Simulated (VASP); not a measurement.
Input of a VASP 6.6.1 run:

POSCAR

```
BaTiO3
1.0
    4.3134871900      0.0000000000      0.0000000000
    0.0000000000      4.3134871900      0.0000000000
    0.0000000000      0.0000000000      4.1538679918
Ba Ti O
1 1 3
Direct
    0.0000000000      0.0000000000      0.0000000000
    0.5000000000      0.5000000000      0.5000000000
    0.5000000000      0.5000000000      0.0000000000
    0.5000000000      0.0000000000      0.5000000000
    0.0000000000      0.5000000000      0.5000000000
```

The input INCAR.step1:

```
SYSTEM = BaTiO3
  ALGO = Normal
  EDIFF = 1E-4
  ENCUT = 520
  GGA = PE
  ISMEAR = 0
  LASPH = .TRUE.
  LCHARG = .FALSE.
  LREAL = .FALSE.
  LWAVE = .TRUE.
  NBANDS = 28
  NELM = 80
  PREC = Accurate
  SIGMA = 0.05
```

INCAR.step2

```
SYSTEM = BaTiO3
  ALGO = Normal
  EDIFF = 1E-6
  ENCUT = 520
  ISIF = 2
  ISMEAR = 0
  ISTART = 1
  LASPH = .TRUE.
  LCHARG = .FALSE.
  LMIXTAU = .TRUE.
  LREAL = .FALSE.
  LWAVE = .FALSE.
  METAGGA = R2SCAN
  NBANDS = 28
  NELM = 80
  PREC = Accurate
  SIGMA = 0.05
```

KPOINTS

```
k-points
0
G
  8 8 8
  0 0 0
```

Potentials or basis: VASP PAW PBE potentials, release 64 (Ba_sv, Ti_sv, O).

Run with:

```console
$ cat potpaw_PBE.64/Ba_sv/POTCAR potpaw_PBE.64/Ti_sv/POTCAR potpaw_PBE.64/O/POTCAR > POTCAR
$ cp INCAR.step1 INCAR
$ mpirun -np 1 vasp_std > vasp.out
$ cp INCAR.step2 INCAR
$ mpirun -np 1 vasp_std > vasp.out
```

(1) What does it give for the pressure?

(2) Predict the band gap on the k mesh.

Results:

(1) -21.5 GPa.

(2) 1.63 eV (least direct gap 1.91 eV).

Caveat: the cell differs from its parent crystal (strain +0.080 along x and y, +0.040 along z); the cell stands under tension; the PAW data sets were made with another functional, which shifts forces and pressure a little; spin-orbit coupling is left out, which moves the levels of the heavy elements.
